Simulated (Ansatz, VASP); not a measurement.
Two plane-wave programs on Pt

Contents of INCAR:

```
PREC     = Accurate       # precision mode
ENCUT    = 520            # plane-wave cutoff, eV
EDIFF    = 1E-6           # SCF threshold, eV
ISMEAR   = 0              # smearing method
SIGMA    = 0.15           # smearing width, eV
LREAL    = False          # projectors in reciprocal space
LASPH    = True           # aspherical terms in the spheres
NELM     = 100            # most SCF steps
ALGO     = Normal         # electronic algorithm
ISIF     = 2              # what is computed and relaxed
LWAVE    = False          # write WAVECAR
LCHARG   = False          # write CHGCAR
NBANDS   = 11             # bands
```

KPOINTS

```
Automatic mesh
0
Gamma
  22 22 22
```

The input POSCAR:

```
Pt
1.0
    0.0000000000      1.8716484915      2.0219418654
    1.8716484915      0.0000000000      2.0219418654
    1.8716484915      1.8716484915      0.0000000000
Pt
1
Direct
    0.0000000000      0.0000000000      0.0000000000
```

Input for Ansatz:

```yaml
crystal:
  lattice:
    - [0.0, 1.8716484915, 2.0219418654]
    - [1.8716484915, 0.0, 2.0219418654]
    - [1.8716484915, 1.8716484915, 0.0]
  atoms:
    - { symbol: Pt, position: [0.0, 0.0, 0.0] }
basis:
  ecutwfc: 420
kpoints:
  mp_grid: { grid: [22, 22, 22] }
hamiltonian:
  xc: lda
  pseudopotentials: { kind: paw, azcp: { folder: soft_1 } }
scf:
  occupations: { method: gaussian, width: 0.15 }
output:
  forces: true
  stress: true
  eigenvalues: true
  write_density: true
  write_potential: true
  elf: true
  volumetric_format: npy
```

Alike in both runs: task single point; functional LDA; k mesh 22 × 22 × 22; occupations gaussian, width 0.15 eV; no spin polarisation.

|  | VASP | Ansatz |
| --- | --- | --- |
| version | VASP 6.6.1 | Ansatz 0.2.0 |
| potentials or method | VASP PAW LDA potentials, release 64 (Pt), cutoff 520 eV | scalar-relativistic, plane waves, PAW |
| valence electrons in the cell | 10 | 18 |

```tsv
	VASP	Ansatz	Ansatz less VASP
gap on the k mesh at the Fermi level (eV)	none	none	-
pressure (GPa)	16.0	15.0	-0.95
traceless stress, the component that is largest in VASP (GPa)	-8.50	-8.49	+0.004
```

Ansatz warns that its potentials were made for another functional, while VASP's fit it. LDA's correlation is that of Perdew and Zunger in VASP and of Perdew and Wang (1992) in Ansatz. A gap of «none» marks a metal or a gap that the smearing closes. VASP's potentials hold 10 valence electrons a cell and Ansatz's 18, so a difference there can come from the potentials and not from the codes.

Spin-orbit coupling is off throughout.
